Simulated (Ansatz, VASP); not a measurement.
# One calculation of C, two programs

```
C
1.0
     4.26940    0.00000    0.00000
     0.00000    2.46492    0.00000
    -1.62112    0.00000    3.37395
C
4
Direct
  0.83341 0.00000 0.00022
  0.66659 0.50000 0.99978
  0.33341 0.50000 0.00022
  0.16659 0.00000 0.99978
```

Change from the starting cell: shear of c along a, cell held, atoms relaxed: -6.0 %.

Alike in both runs: functional PBE; dispersion D3(BJ); k mesh 8 × 12 × 8; occupations gaussian, width 0.02 eV; no spin polarisation.

Ansatz relaxed the structure, and its values are those at the end. VASP's run is a single point on that final structure, the one shown.

|  | VASP | Ansatz |
| --- | --- | --- |
| version | VASP 6.6.1 | Ansatz 0.2.0 |
| potentials or method | VASP PAW PBE potentials, release 64 (C), cutoff 520 eV | scalar-relativistic, plane waves, PAW |
| valence electrons in the cell | 16 | 16 |

Ansatz gave:

```
gap on the k mesh at the Fermi level (eV) : 0.50
least direct gap on the mesh (eV)         : 0.52
pressure (GPa)                            : 0.0
```

Q: Which values does VASP return?

A: gap on the k mesh at the Fermi level (eV): 0.50; least direct gap on the mesh (eV): 0.52; pressure (GPa): 0.4.

Ansatz's warnings: stress scf threshold loose.
